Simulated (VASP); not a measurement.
# Sr (P6_3/mmc) in VASP: relaxation of cell and atoms with PBE

Aim: the relaxation of cell and atoms of Sr with PBE.

All numbers are computed with VASP 6.6.1; they aren't measurements. Logs are shortened: lines on timing, memory, paths and dates and some standing lists are left out, and cuts for length are marked.

### Step 1. The cell of the first run

The structure is hexagonal, space group P6_3/mmc (No. 194). Conventional cell: a = 4.301 Å, b = 4.301 Å, c = 14.185 Å, α = 90.00°, β = 90.00°, γ = 120.00°. Within 5.6 Å of Sr (site symmetry -3m) lie 12 Sr at 4.30 to 4.33 Å. Sr (site symmetry -6m2) has 12 Sr at 4.30 to 4.33 Å within 5.6 Å.

This isn't the form of Sr at room conditions, which is fcc.

### Step 2. Relaxation of cell and atoms, PBE

INCAR

```
PREC = Accurate
ENCUT = 600
EDIFF = 1E-6
ISMEAR = 0
SIGMA = 0.1
LREAL = False
LASPH = True
NELM = 100
ALGO = Normal
ISIF = 3
LWAVE = False
LCHARG = False
GGA = PE
IBRION = 2
NSW = 100
EDIFFG = -0.005
```

KPOINTS

```
Automatic mesh
0
Gamma
  12 12 4
```

POSCAR

```
Sr
1.0
    4.3012039437      0.0000000000      0.0000000000
   -2.1506019719      3.7249518821      0.0000000000
    0.0000000000      0.0000000000     14.1848241900
Sr
4
Direct
    0.0000000000      0.0000000000      0.0000000000
    0.3333333300      0.6666666700      0.2500000000
    0.0000000000      0.0000000000      0.5000000000
    0.6666666700      0.3333333300      0.7500000000
```

Potentials or basis: VASP PAW PBE potentials, release 64 (Sr_sv).

On the command line:

```
> cat potpaw_PBE.64/Sr_sv/POTCAR > POTCAR
> mpirun -np 1 vasp_std > vasp.out
```

OUTCAR:

```text
PREC = Accurate
   ENCUT = 600
   EDIFF = 1E-6
   ISMEAR = 0
   LREAL = False
   LASPH = True
   NELM = 100
   ISIF = 3
   GGA = PE
   IBRION = 2
   NSW = 100
   EDIFFG = -0.005

 ion  position               nearest neighbor table
   1  0.000  0.000  0.000-   2 4.33   4 4.33   4 4.33   2 4.33   4 4.33   2 4.33
   2  0.333  0.667  0.250-   1 4.33   3 4.33   1 4.33   3 4.33   1 4.33   3 4.33
   3  0.000  0.000  0.500-   2 4.33   4 4.33   4 4.33   2 4.33   4 4.33   2 4.33
   4  0.667  0.333  0.750-   1 4.33   3 4.33   1 4.33   3 4.33   1 4.33   3 4.33

  LATTYP: Found a hexagonal cell.
 ALAT       =     4.3012039437
 C/A-ratio  =     3.2978729620

  Lattice vectors:

 A1 = (   4.3012039437,   0.0000000000,   0.0000000000)
 A2 = (  -2.1506019719,   3.7249518821,   0.0000000000)
 A3 = (   0.0000000000,   0.0000000000,  14.1848241900)

Analysis of symmetry for initial positions (statically):
=====================================================================
 Subroutine PRICEL returns:
 Original cell was already a primitive cell.

 Routine SETGRP: Setting up the symmetry group for a
 hexagonal supercell.

 Subroutine GETGRP returns: Found 24 space group operations
 (whereof 12 operations were pure point group operations)
 out of a pool of 24 trial point group operations.

The static configuration has the point symmetry D_3d.
 The point group associated with its full space group is D_6h.

Analysis of symmetry for dynamics (positions and initial velocities):
=====================================================================
 Subroutine PRICEL returns:
 Original cell was already a primitive cell.

 Routine SETGRP: Setting up the symmetry group for a
 hexagonal supercell.

 Subroutine GETGRP returns: Found 24 space group operations
 (whereof 12 operations were pure point group operations)
 out of a pool of 24 trial point group operations.

The dynamic configuration has the point symmetry D_3d.
 The point group associated with its full space group is D_6h.

 Subroutine INISYM returns: Found 24 space group operations
 (whereof 12 operations are pure point group operations),
 and found     1 'primitive' translations

----------------------------------------------------------------------------------------

                                     Primitive cell

  volume of cell :     227.2661

  direct lattice vectors                    reciprocal lattice vectors
     4.301203944  0.000000000  0.000000000     0.232493045  0.134229922  0.000000000
    -2.150601972  3.724951882  0.000000000     0.000000000  0.268459844  0.000000000
     0.000000000  0.000000000 14.184824190     0.000000000  0.000000000  0.070497878

  length of vectors
     4.301203944  4.301203944 14.184824190     0.268459844  0.268459844  0.070497878

  position of ions in fractional coordinates (direct lattice)
     0.000000000  0.000000000  0.000000000
     0.333333330  0.666666670  0.250000000
     0.000000000  0.000000000  0.500000000
     0.666666670  0.333333330  0.750000000

  ion indices of the primitive-cell ions
   primitive index   ion index
                 1           1
                 2           2
                 3           3
                 4           4

----------------------------------------------------------------------------------------

 KPOINTS: Automatic mesh

Automatic generation of k-mesh.
 Grid dimensions read from file:
 generate k-points for:   12   12    4

 Generating k-lattice:

  Cartesian coordinates                     Fractional coordinates (reciprocal lattice)
     0.019374420  0.011185827  0.000000000     0.083333333  0.000000000  0.000000000
     0.000000000  0.022371654  0.000000000     0.000000000  0.083333333  0.000000000
     0.000000000  0.000000000  0.017624469     0.000000000  0.000000000  0.250000000

  Length of vectors
     0.022371654  0.022371654  0.017624469

  Shift w.r.t. Gamma in fractional coordinates (k-lattice)
     0.000000000  0.000000000  0.000000000

 Subroutine IBZKPT returns following result:
 ===========================================

 Found     57 irreducible k-points:

 Following reciprocal coordinates:
            Coordinates               Weight
  0.000000  0.000000  0.000000      1.000000
  0.083333  0.000000  0.000000      6.000000
  0.166667  0.000000  0.000000      6.000000
  0.250000  0.000000  0.000000      6.000000
  0.333333  0.000000  0.000000      6.000000
  0.416667  0.000000  0.000000      6.000000
[... 16 lines left out ...]
  0.250000  0.000000  0.250000     12.000000
  0.333333  0.000000  0.250000     12.000000
 [... further k-points ...]
   k-points           NKPTS =     57   k-points in BZ     NKDIM =     57   number of bands    NBANDS=     24
   number of dos      NEDOS =    301   number of ions     NIONS =      4
   total plane-waves  NPLWV = 155520
   dimension x,y,z NGX =    36 NGY =   36 NGZ =  120
   dimension x,y,z NGXF=    72 NGYF=   72 NGZF=  240
   ions per type =               4
   NGX,Y,Z   is equivalent  to a cutoff of  13.91, 13.91, 14.06 a.u.
   NGXF,Y,Z  is equivalent  to a cutoff of  27.83, 27.83, 28.13 a.u.
 SYSTEM =  unknown system
   PREC   = accura    normal or accurate (medium, high low for compatibility)
   ISTART =      0    job   : 0-new  1-cont  2-samecut
   ICHARG =      2    charge: 1-file 2-atom 10-const
   ISPIN  =      1    spin polarized calculation?
   LNONCOLLINEAR =      F non collinear calculations
   LSORBIT =      F    spin-orbit coupling
   LASPH  =      T    aspherical Exc in radial PAW
   ENCUT  =  600.0 eV  44.10 Ry    6.64 a.u.   8.59  8.59 28.33*2*pi/ulx,y,z
   NELM   =    100;   NELMIN=  2; NELMDL= -5     # of ELM steps
   EDIFF  = 0.1E-05   stopping-criterion for ELM
   LREAL  =      F    real-space projection
   EDIFFG = -.5E-02   stopping-criterion for IOM
   NSW    =    100    number of steps for IOM
   IBRION =      2    ionic relax: 0-MD 1-quasi-New 2-CG
   NFREE  =      1    steps in history (QN), initial steepest desc. (CG)
   ISIF   =      3    stress and relaxation
   ISYM   =      2    0-nonsym 1-usesym 2-fastsym
   POTIM  = 0.5000    time-step for ionic-motion
   TEBEG  =    0.0;   TEEND  =   0.0 temperature during run
   PSTRESS=    0.0 pullay stress
   NELECT =      40.0000    total number of electrons
   NUPDOWN=      -1.0000    fix difference up-down
   EMIN   =  10.00;   EMAX   =-10.00  energy-range for DOS
   EFERMI =   0.00;   METHOD = LEGACY
   ISMEAR =     0;   SIGMA  =   0.10  broadening in eV -4-tet -1-fermi 0-gaus
   EFERMI_NEDOS =   21; number of points for ismear=-14 and -15
   IALGO  =     38    algorithm
   IMIX   =      4    mixing-type and parameters
     AMIX     =   0.40;   BMIX     =  1.00
     AMIX_MAG =   1.60;   BMIX_MAG =  1.00
  volume/ion in A,a.u.               =      56.82       383.42
  Fermi-wavevector in a.u.,A,eV,Ry     =   0.917452  1.733733 11.452267  0.841718
  Thomas-Fermi vector in A             =   2.042422
   LORBIT       =      0    0 simple, 1 ext, 2 COOP (PROOUT), +10 PAW based schemes
   GGA     = PE    functional components
   LHFCALC =     F    Hartree Fock is set to
   AEXX    =    0.0000 exact exchange contribution
   IVDW    =     0    specifies the selected vdW correction
   LEPSILON=     F    determine dielectric tensor
   LRPA    =     F    only Hartree local field effects (RPA)
 conjugate gradient relaxation of ions
 non-spin polarized calculation
 Gauss-broadening in eV      SIGMA  =   0.10
  energy-cutoff  :      600.00
  volume of cell :      227.27
 maximum number of plane-waves:      7647
 NGX is ok and might be reduce to    36
   NGX = 17   NGY = 17   NGZ = 57

--------------------------------------- Ionic step        1  -------------------------------------------

 number of electron      40.0000000 magnetization

 Free energy of the ion-electron system (eV)
  ---------------------------------------------------
  ext. energy  EPLUGINS =         0.00000000
  ---------------------------------------------------
  free energy    TOTEN  =        -6.54747376 eV

  energy without entropy =       -6.52272659  energy(sigma->0) =       -6.53510018

------------------------ aborting loop because EDIFF is reached ----------------------------------------

  FORCE on cell =-STRESS in cart. coord.  units (eV):
  Direction    XX          YY          ZZ          XY          YZ          ZX
  --------------------------------------------------------------------------------------
  -------------------------------------------------------------------------------------
  Total       -0.4327832     -0.4327832     -0.5981364      0.0000000      0.0000000      0.0000000
  in kB       -3.0510290     -3.0510290     -4.2167336      0.0000000      0.0000000      0.0000000
  external PRESSURE =      -3.4395972 kB  Pullay stress =       0.0000000 kB
[... 251 lines left out ...]
  energy  without entropy=       -6.5306855052  energy(sigma->0) =       -6.54305831

--------------------------------------- Ionic step        8  -------------------------------------------

 number of electron      40.0000001 magnetization

 Free energy of the ion-electron system (eV)
  ---------------------------------------------------
  ext. energy  EPLUGINS =         0.00000000
  ---------------------------------------------------
  free energy    TOTEN  =        -6.55545559 eV

  energy without entropy =       -6.53066571  energy(sigma->0) =       -6.54306065

 E-fermi :   1.5957     XC(G=0):  -7.3442

 val. band max:        1.5941836135   @ k =   0.1667   0.0000   0.0000
 cond. band min:       1.5975068734   @ k =   0.1667   0.1667   0.0000
 fundamental gap:      0.0033232599
 Fermi energy:         1.5956511428

 k-point     1 :       0.0000    0.0000    0.0000
  band No.  band energies     occupation
      1     -35.0423      2.00000
      2     -35.0367      2.00000
      3     -35.0341      2.00000
      4     -35.0285      2.00000
      5     -17.1214      2.00000
      6     -17.0289      2.00000
[... 637 lines left out ...]
     23       2.2230      0.00000
     24       2.3697      0.00000

 [... further k-points ...]
[... 5 lines left out ...]
  --------------------------------------------------------------------------------------
  -------------------------------------------------------------------------------------
  Total       -0.0071428     -0.0071428     -0.0083907      0.0000000      0.0000000      0.0000000
  in kB       -0.0519247     -0.0519247     -0.0609961      0.0000000      0.0000000      0.0000000
  external PRESSURE =      -0.0549485 kB  Pullay stress =       0.0000000 kB
[... 19 lines left out ...]
  FREE ENERGIE OF THE ION-ELECTRON SYSTEM (eV)
  ---------------------------------------------------
  free  energy   TOTEN  =        -6.5554555896 eV

  energy  without entropy=       -6.5306657069  energy(sigma->0) =       -6.54306065

 reached required accuracy - stopping structural energy minimisation
```

Wall time 15 min (1 thread of Intel Xeon 6975P-C (Granite Rapids), shared host); peak memory 0.63 GiB.

Results:

```yaml
Free_energy: -6.5555 eV
Relaxed_volume: 55.10 Å³/atom
Relaxed_cell: a = 4.266 Å, b = 4.266 Å, c = 13.983 Å, α = 90.00°, β = 90.00°, γ = 120.00°
Space_group_after_relaxing_to_0.1_Å: P6_3/mmc (No. 194)
Energy_gained_by_relaxing: 2.0 meV/atom
Ionic_steps: 8
Pressure_after_relaxing: 0.0 GPa
Band_gap_on_the_k_mesh: zero (bands 20 and 21 overlap by 0.20 eV)
```

The path:
| step | energy change (eV) | largest force (eV/Å) | pressure (GPa) | volume (Å³) |
| --- | --- | --- | --- | --- |
| 1 | 0.0000 | 0.0000 | -0.34 | 227.27 |
| 2 | -0.0064 | 0.0000 | -0.16 | 223.28 |
| 3 | -0.0079 | 0.0000 | 0.01 | 220.04 |
| 4 | -0.0079 | 0.0000 | 0.01 | 220.19 |
| 5 | -0.0075 | 0.0000 | -0.07 | 221.73 |
| 6 | -0.0079 | 0.0000 | 0.00 | 220.33 |
| 7 | -0.0080 | 0.0000 | 0.00 | 220.36 |
| 8 | -0.0080 | 0.0000 | -0.01 | 220.40 |

Final structure:
```
Sr
1.0
     4.26619    0.00000    0.00000
    -2.13309    3.69463    0.00000
     0.00000    0.00000   13.98286
Sr
4
Direct
  0.00000 0.00000 0.00000
  0.33333 0.66667 0.25000
  0.00000 0.00000 0.50000
  0.66667 0.33333 0.75000
```
